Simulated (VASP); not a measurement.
# Cu (P6_3/mmc) in VASP: single point with PBEsol

Aim: the single point of Cu with PBEsol.

Everything below comes from runs of VASP 6.6.1. Logs are shortened: lines on timing, memory, paths and dates and some standing lists are left out, and cuts for length are marked.

### 1 The cell of the first run

Symmetry: P6_3/mmc, No. 194, hexagonal system. The conventional cell has a = 2.554 Å, b = 2.554 Å, c = 8.014 Å, α = 90.00°, β = 90.00°, γ = 120.00°. Cu (site symmetry -3m) has 12 Cu at 2.49 to 2.55 Å within 3.3 Å. Within 3.3 Å of Cu (site symmetry -6m2) lie 12 Cu at 2.49 to 2.55 Å.

This isn't the form of Cu at room conditions, which is fcc.

### 2 Single point, PBEsol

INCAR reads:

```
SYSTEM = Cu
ALGO     = Fast           ! electronic algorithm
EDIFF    = 1E-6           ! SCF threshold, eV
ENCUT    = 520            ! plane-wave cutoff, eV
GGA      = PS             ! functional
ISIF     = 2              ! what is computed and relaxed
ISMEAR   = 0              ! smearing method
LASPH    = .True.         ! aspherical terms in the spheres
LCHARG   = .False.        ! write CHGCAR
LREAL    = .False.        ! projectors in reciprocal space
LWAVE    = .False.        ! write WAVECAR
NBANDS   = 30             ! bands
NELM     = 80             ! most SCF steps
PREC     = Accurate       ! precision mode
SIGMA    = 0.15           ! smearing width, eV
```

KPOINTS reads:

```
k-points
0
Gamma
  24 24 8
  0 0 0
```

POSCAR reads:

```
Cu
1.0
    2.5543205050      0.0000000000      0.0000000000
   -1.2771602525      2.2121064468      0.0000000000
    0.0000000000      0.0000000000      8.0141572886
Cu
4
Direct
    0.0000000000      0.0000000000      0.0000000000
    0.3333333333      0.6666666667      0.2500000000
    0.0000000000      0.0000000000      0.5000000000
    0.6666666667      0.3333333333      0.7500000000
```

Potentials or basis: VASP PAW PBE potentials, release 64 (Cu).

Command:

```sh
$ cat potpaw_PBE.64/Cu/POTCAR > POTCAR
$ mpirun -np 1 vasp_std > vasp.out
```

OUTCAR:

```text
SYSTEM = Cu
   EDIFF = 1E-6
   ENCUT = 520
   GGA = PS
   ISIF = 2
   ISMEAR = 0
   LASPH = .True.
   LREAL = .False.
   NELM = 80
   PREC = Accurate

 ion  position               nearest neighbor table
   1  0.000  0.000  0.000-   2 2.49   4 2.49   4 2.49   2 2.49   4 2.49   2 2.49
   2  0.333  0.667  0.250-   1 2.49   3 2.49   1 2.49   3 2.49   1 2.49   3 2.49
   3  0.000  0.000  0.500-   2 2.49   4 2.49   4 2.49   2 2.49   4 2.49   2 2.49
   4  0.667  0.333  0.750-   1 2.49   3 2.49   1 2.49   3 2.49   1 2.49   3 2.49

  LATTYP: Found a hexagonal cell.
 ALAT       =     2.5543205050
 C/A-ratio  =     3.1374908798

  Lattice vectors:

 A1 = (   2.5543205050,   0.0000000000,   0.0000000000)
 A2 = (  -1.2771602525,   2.2121064468,   0.0000000000)
 A3 = (   0.0000000000,   0.0000000000,   8.0141572886)

Analysis of symmetry for initial positions (statically):
=====================================================================
 Subroutine PRICEL returns:
 Original cell was already a primitive cell.

 Routine SETGRP: Setting up the symmetry group for a
 hexagonal supercell.

 Subroutine GETGRP returns: Found 24 space group operations
 (whereof 12 operations were pure point group operations)
 out of a pool of 24 trial point group operations.

The static configuration has the point symmetry D_3d.
 The point group associated with its full space group is D_6h.

Analysis of symmetry for dynamics (positions and initial velocities):
=====================================================================
 Subroutine PRICEL returns:
 Original cell was already a primitive cell.

 Routine SETGRP: Setting up the symmetry group for a
 hexagonal supercell.

 Subroutine GETGRP returns: Found 24 space group operations
 (whereof 12 operations were pure point group operations)
 out of a pool of 24 trial point group operations.

The dynamic configuration has the point symmetry D_3d.
 The point group associated with its full space group is D_6h.

 Subroutine INISYM returns: Found 24 space group operations
 (whereof 12 operations are pure point group operations),
 and found     1 'primitive' translations

----------------------------------------------------------------------------------------

                                     Primitive cell

  volume of cell :      45.2834

  direct lattice vectors                    reciprocal lattice vectors
     2.554320505  0.000000000  0.000000000     0.391493549  0.226028906  0.000000000
    -1.277160253  2.212106447  0.000000000     0.000000000  0.452057812  0.000000000
     0.000000000  0.000000000  8.014157289     0.000000000  0.000000000  0.124779183

  length of vectors
     2.554320505  2.554320505  8.014157289     0.452057812  0.452057812  0.124779183

  position of ions in fractional coordinates (direct lattice)
     0.000000000  0.000000000  0.000000000
     0.333333333  0.666666667  0.250000000
     0.000000000  0.000000000  0.500000000
     0.666666667  0.333333333  0.750000000

  ion indices of the primitive-cell ions
   primitive index   ion index
                 1           1
                 2           2
                 3           3
                 4           4

----------------------------------------------------------------------------------------

 KPOINTS: k-points

Automatic generation of k-mesh.
 Grid dimensions read from file:
 generate k-points for:   24   24    8

 Generating k-lattice:

  Cartesian coordinates                     Fractional coordinates (reciprocal lattice)
     0.016312231  0.009417871  0.000000000     0.041666667  0.000000000  0.000000000
     0.000000000  0.018835742  0.000000000     0.000000000  0.041666667  0.000000000
     0.000000000  0.000000000  0.015597398     0.000000000  0.000000000  0.125000000

  Length of vectors
     0.018835742  0.018835742  0.015597398

  Shift w.r.t. Gamma in fractional coordinates (k-lattice)
     0.000000000  0.000000000  0.000000000

 Subroutine IBZKPT returns following result:
 ===========================================

 Found    305 irreducible k-points:

 Following reciprocal coordinates:
            Coordinates               Weight
  0.000000  0.000000  0.000000      1.000000
  0.041667 -0.000000  0.000000      6.000000
  0.083333 -0.000000  0.000000      6.000000
  0.125000 -0.000000  0.000000      6.000000
  0.166667 -0.000000  0.000000      6.000000
  0.208333 -0.000000  0.000000      6.000000
[... 16 lines left out ...]
  0.416667  0.041667  0.000000     12.000000
  0.458333  0.041667  0.000000     12.000000
 [... further k-points ...]
   k-points           NKPTS =    305   k-points in BZ     NKDIM =    305   number of bands    NBANDS=     30
   number of dos      NEDOS =    301   number of ions     NIONS =      4
   total plane-waves  NPLWV =  24000
   dimension x,y,z NGX =    20 NGY =   20 NGZ =   60
   dimension x,y,z NGXF=    40 NGYF=   40 NGZF=  120
   ions per type =               4
   NGX,Y,Z   is equivalent  to a cutoff of  13.02, 13.02, 12.45 a.u.
   NGXF,Y,Z  is equivalent  to a cutoff of  26.03, 26.03, 24.89 a.u.
 SYSTEM =  Cu
   PREC   = accura    normal or accurate (medium, high low for compatibility)
   ISTART =      0    job   : 0-new  1-cont  2-samecut
   ICHARG =      2    charge: 1-file 2-atom 10-const
   ISPIN  =      1    spin polarized calculation?
   LNONCOLLINEAR =      F non collinear calculations
   LSORBIT =      F    spin-orbit coupling
   LASPH  =      T    aspherical Exc in radial PAW
   ENCUT  =  520.0 eV  38.22 Ry    6.18 a.u.   4.75  4.75 14.90*2*pi/ulx,y,z
   NELM   =     80;   NELMIN=  2; NELMDL= -5     # of ELM steps
   EDIFF  = 0.1E-05   stopping-criterion for ELM
   LREAL  =      F    real-space projection
   EDIFFG = 0.1E-04   stopping-criterion for IOM
   NSW    =      0    number of steps for IOM
   IBRION =     -1    ionic relax: 0-MD 1-quasi-New 2-CG
   NFREE  =      0    steps in history (QN), initial steepest desc. (CG)
   ISIF   =      2    stress and relaxation
   ISYM   =      2    0-nonsym 1-usesym 2-fastsym
   POTIM  = 0.5000    time-step for ionic-motion
   TEBEG  =    0.0;   TEEND  =   0.0 temperature during run
   PSTRESS=    0.0 pullay stress
   NELECT =      44.0000    total number of electrons
   NUPDOWN=      -1.0000    fix difference up-down
   EMIN   =  10.00;   EMAX   =-10.00  energy-range for DOS
   EFERMI =   0.00;   METHOD = LEGACY
   ISMEAR =     0;   SIGMA  =   0.15  broadening in eV -4-tet -1-fermi 0-gaus
   EFERMI_NEDOS =   21; number of points for ismear=-14 and -15
   IALGO  =     68    algorithm
   IMIX   =      4    mixing-type and parameters
     AMIX     =   0.40;   BMIX     =  1.00
     AMIX_MAG =   1.60;   BMIX_MAG =  1.00
  volume/ion in A,a.u.               =      11.32        76.40
  Fermi-wavevector in a.u.,A,eV,Ry     =   1.621484  3.064160 35.772573  2.629210
  Thomas-Fermi vector in A             =   2.715252
   LORBIT       =      0    0 simple, 1 ext, 2 COOP (PROOUT), +10 PAW based schemes
   GGA     = PS    functional components
   LHFCALC =     F    Hartree Fock is set to
   AEXX    =    0.0000 exact exchange contribution
   IVDW    =     0    specifies the selected vdW correction
   LEPSILON=     F    determine dielectric tensor
   LRPA    =     F    only Hartree local field effects (RPA)
 non-spin polarized calculation
 RMM-DIIS sequential band-by-band and
 Gauss-broadening in eV      SIGMA  =   0.15
  energy-cutoff  :      520.00
  volume of cell :       45.28
 maximum number of plane-waves:      1253
 NGX is ok and might be reduce to    20
   NGX =  9   NGY =  9   NGZ = 29

 number of electron      44.0000034 magnetization

 Free energy of the ion-electron system (eV)
  ---------------------------------------------------
  ext. energy  EPLUGINS =         0.00000000
  ---------------------------------------------------
  free energy    TOTEN  =       -17.19196724 eV

  energy without entropy =      -17.17925271  energy(sigma->0) =      -17.18560997

 E-fermi :   7.9448     XC(G=0): -13.1556

 val. band max:        7.9362409632   @ k =   0.1250  -0.0000   0.2500
 cond. band min:       7.9473840637   @ k =   0.3333   0.0833   0.1250
 fundamental gap:      0.0111431005
 Fermi energy:         7.9447500521

 k-point     1 :       0.0000    0.0000    0.0000
  band No.  band energies     occupation
      1      -1.7820      2.00000
      2       0.5226      2.00000
      3       0.5250      2.00000
      4       2.6695      2.00000
      5       4.5861      2.00000
      6       4.6024      2.00000
[... 22 lines left out ...]
     29      29.5172      0.00000
     30      29.6300      0.00000

 k-point     2 :       0.0417   -0.0000    0.0000
  band No.  band energies     occupation
      1      -1.7256      2.00000
      2       0.5724      2.00000
      3       0.5748      2.00000
      4       2.7015      2.00000
      5       4.5388      2.00000
      6       4.5827      2.00000
[... 22 lines left out ...]
     29      28.7596      0.00000
     30      29.1554      0.00000

 k-point     3 :       0.0833   -0.0000    0.0000
  band No.  band energies     occupation
      1      -1.5572      2.00000
      2       0.7199      2.00000
      3       0.7223      2.00000
      4       2.7944      2.00000
      5       4.4362      2.00000
      6       4.5294      2.00000
[... 22 lines left out ...]
     29      27.5517      0.00000
     30      27.7663      0.00000

 k-point     4 :       0.1250   -0.0000    0.0000
  band No.  band energies     occupation
      1      -1.2797      2.00000
      2       0.9580      2.00000
      3       0.9604      2.00000
      4       2.9380      2.00000
      5       4.3181      2.00000
      6       4.4546      2.00000
[... 22 lines left out ...]
     29      25.9810      0.00000
     30      26.0088      0.00000

 k-point     5 :       0.1667   -0.0000    0.0000
  band No.  band energies     occupation
      1      -0.8982      2.00000
      2       1.2733      2.00000
      3       1.2757      2.00000
      4       3.1134      2.00000
      5       4.2043      2.00000
      6       4.3649      2.00000
[... 22 lines left out ...]
     29      24.0844      0.00000
     30      24.1937      0.00000
[... 526 lines left out ...]
     29      21.1025      0.00000
     30      22.3700      0.00000

 k-point    22 :       0.3750    0.0417    0.0000
  band No.  band energies     occupation
      1       2.2344      2.00000
      2       2.7472      2.00000
      3       2.8514      2.00000
      4       3.3594      2.00000
      5       3.7635      2.00000
      6       3.8255      2.00000
[... 22 lines left out ...]
     29      20.6356      0.00000
     30      21.0101      0.00000

 k-point    23 :       0.4167    0.0417    0.0000
  band No.  band energies     occupation
      1       2.5290      2.00000
      2       2.7685      2.00000
      3       3.0068      2.00000
      4       3.3258      2.00000
      5       3.7241      2.00000
      6       3.7470      2.00000
[... 22 lines left out ...]
     29      19.7318      0.00000
     30      20.0761      0.00000

 k-point    24 :       0.4583    0.0417    0.0000
  band No.  band energies     occupation
      1       2.6237      2.00000
      2       2.7714      2.00000
      3       3.1217      2.00000
      4       3.3336      2.00000
      5       3.6949      2.00000
      6       3.7024      2.00000
[... 22 lines left out ...]
     29      18.6865      0.00000
     30      19.1255      0.00000

 [... further k-points ...]

------------------------ aborting loop because EDIFF is reached ----------------------------------------

  FORCE on cell =-STRESS in cart. coord.  units (eV):
  Direction    XX          YY          ZZ          XY          YZ          ZX
  --------------------------------------------------------------------------------------
  -------------------------------------------------------------------------------------
  Total       -0.4653808     -0.4653808      1.8007773     -0.0000000      0.0000000      0.0000000
  in kB      -16.4656840    -16.4656840     63.7134776     -0.0000000      0.0000000      0.0000000
  external PRESSURE =      10.2607032 kB  Pullay stress =       0.0000000 kB

 VOLUME and BASIS-vectors are now :
 -----------------------------------------------------------------------------
  energy-cutoff  :      520.00
  volume of cell :       45.28
      direct lattice vectors                 reciprocal lattice vectors
     2.554320505  0.000000000  0.000000000     0.391493549  0.226028906  0.000000000
    -1.277160253  2.212106447  0.000000000     0.000000000  0.452057812  0.000000000
     0.000000000  0.000000000  8.014157289     0.000000000  0.000000000  0.124779183

 POSITION                                       TOTAL-FORCE (eV/Angst)
 -----------------------------------------------------------------------------------
      0.00000      0.00000      0.00000        -0.000000      0.000000      0.000000
     -0.00000      1.47474      2.00354         0.000000     -0.000000     -0.000000
      0.00000      0.00000      4.00708        -0.000000      0.000000      0.000000
      1.27716      0.73737      6.01062        -0.000000      0.000000      0.000000
 -----------------------------------------------------------------------------------
    total drift:                                0.000000     -0.000000      0.000000

  FREE ENERGIE OF THE ION-ELECTRON SYSTEM (eV)
  ---------------------------------------------------
  free  energy   TOTEN  =       -17.1919672404 eV

  energy  without entropy=      -17.1792527074  energy(sigma->0) =      -17.18560997
```

Wall time 9.4 min (1 thread of Intel Xeon 8259CL, shared host); peak memory 0.4 GiB.

Results:

```yaml
Free_energy: -17.1920 eV
Pressure: 1.0 GPa
Band_gap_on_the_k_mesh: zero (bands 22 and 23 overlap by 5.01 eV)
```

Caveat: the PAW data sets were made with another functional, which shifts forces and pressure a little.
